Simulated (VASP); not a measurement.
Si2PRh2:

```
Si P Rh
1.0
     0.00000    3.91306    0.00000
     3.91306    0.00000    0.00000
     1.95653    1.95653   -4.80216
Si P Rh
2 1 2
Direct
  0.36200 0.36200 0.27600
  0.63800 0.63800 0.72400
  0.00000 0.00000 0.00000
  0.75000 0.25000 0.50000
  0.25000 0.75000 0.50000
```

Base run:

- Program: VASP 6.6.1
- Functional: PBE
- Potentials or basis: VASP PAW PBE potentials, release 64 (Si, P, Rh_pv)
- Cutoff: 520 eV
- k mesh: 5 × 5 × 5
- Occupations: gaussian, width 0.0164 eV
- Spin: no spin polarisation

Its results: band gap on the k mesh zero (an odd number of electrons rules out a gap without spin polarisation); pressure 21.3 GPa; largest force 4.700 eV/Å.

Task: The run is repeated on the same cell with these changes: occupations from gaussian, width 0.0164 eV to methfessel-paxton, width 0.01 eV; hubbard terms from none to Rh d U = 4.0 eV. What comes out?

Result: Band gap on the k mesh zero (an odd number of electrons rules out a gap without spin polarisation); pressure 15.5 GPa; largest force 3.927 eV/Å.

Caveats: an odd number of electrons without spin polarisation forces a metal; a magnetic or distorted state may lie lower; the stress differs along the axes, from 8 to 28 GPa (at least some runs); the stress differs along the axes, from 4 to 21 GPa (at least some runs); U without spin polarisation on a metal has little footing (at least some runs); the U is typed as a test and isn't derived for this compound (at least some runs).
